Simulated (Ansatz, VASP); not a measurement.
Given: the input of a run of Ansatz 0.2.0 on SnO2.

File input.yaml:

```yaml
crystal:
  lattice:
    - [4.738, 0.02369, 0.0]
    - [0.02369, 4.738, 0.0]
    - [0.0, 0.0, 3.1865]
  atoms:
    - { symbol: Sn, position: [0.5, 0.5, 0.5] }
    - { symbol: Sn, position: [0.0, 0.0, 0.0] }
    - { symbol: O, position: [0.8071, 0.1929, 0.5] }
    - { symbol: O, position: [0.6929, 0.6929, 0.0] }
    - { symbol: O, position: [0.1929, 0.8071, 0.5] }
    - { symbol: O, position: [0.3071, 0.3071, 0.0] }
hamiltonian:
  xc: pbe
  pseudopotentials: { kind: paw }
kpoints:
  mp_grid: { grid: [5, 5, 7] }
scf:
  occupations: { method: fermi_dirac, width: 0.05 }
output:
  forces: true
  stress: true
  eigenvalues: true
```

Potentials or basis: Ansatz PAW.

Run with:

```sh
$ ansatz run input.yaml --threads 2 --pin off --max-ram 5632MiB --backend cpu --events-out ev --progress --plain --runs-dir out
```

**Question.** Set up the same calculation for VASP 6.6.1. Potentials there: VASP PAW PBE potentials, release 64 (Sn_d, O).

**Answer.** As run (the cutoff follows the program's own potentials):

The input INCAR:

```
ALGO = Normal
EDIFF = 1E-6
ENCUT = 520
GGA = PE
ISIF = 2
ISMEAR = -1
LASPH = T
LCHARG = F
LREAL = F
LWAVE = F
NBANDS = 35
NELM = 80
PREC = Accurate
SIGMA = 0.05
```

The input KPOINTS:

```
k-points
0
Gamma
  5 5 7
```

The input POSCAR:

```
SnO2
1.0
    4.7380000000      0.0236900000      0.0000000000
    0.0236900000      4.7380000000      0.0000000000
    0.0000000000      0.0000000000      3.1865000000
Sn O
2 4
Direct
    0.5000000000      0.5000000000      0.5000000000
    0.0000000000      0.0000000000      0.0000000000
    0.8071000000      0.1929000000      0.5000000000
    0.6929000000      0.6929000000      0.0000000000
    0.1929000000      0.8071000000      0.5000000000
    0.3071000000      0.3071000000      0.0000000000
```

Potentials or basis: VASP PAW PBE potentials, release 64 (Sn_d, O).

Launch:

```bash
$ cat potpaw_PBE.64/Sn_d/POTCAR potpaw_PBE.64/O/POTCAR > POTCAR
$ mpirun -np 1 vasp_std > vasp.out
```

Both were run:

|  | VASP | Ansatz | Ansatz less VASP |
| --- | --- | --- | --- |
| gap on the k mesh at the Fermi level (eV) | 1.27 | 1.28 | +0.010 |
| least direct gap on the mesh (eV) | 1.27 | 1.28 | +0.010 |
| pressure (GPa) | 11.8 | 11.1 | -0.69 |
| traceless stress, the component that is largest in VASP (GPa) | 2.19 | 1.95 | -0.241 |
| rms of the force components (eV/Å) | 0.138 | 0.130 | -0.0089 |

Atom by atom the forces differ by 0.009 eV/Å (rms over components). The functional is the same, so the differences come from potentials, cutoffs and numerics.

Noted on Ansatz's run: odd divisions of the mesh miss points on the zone boundary, where band edges often lie, so the gap on the mesh can be too wide.
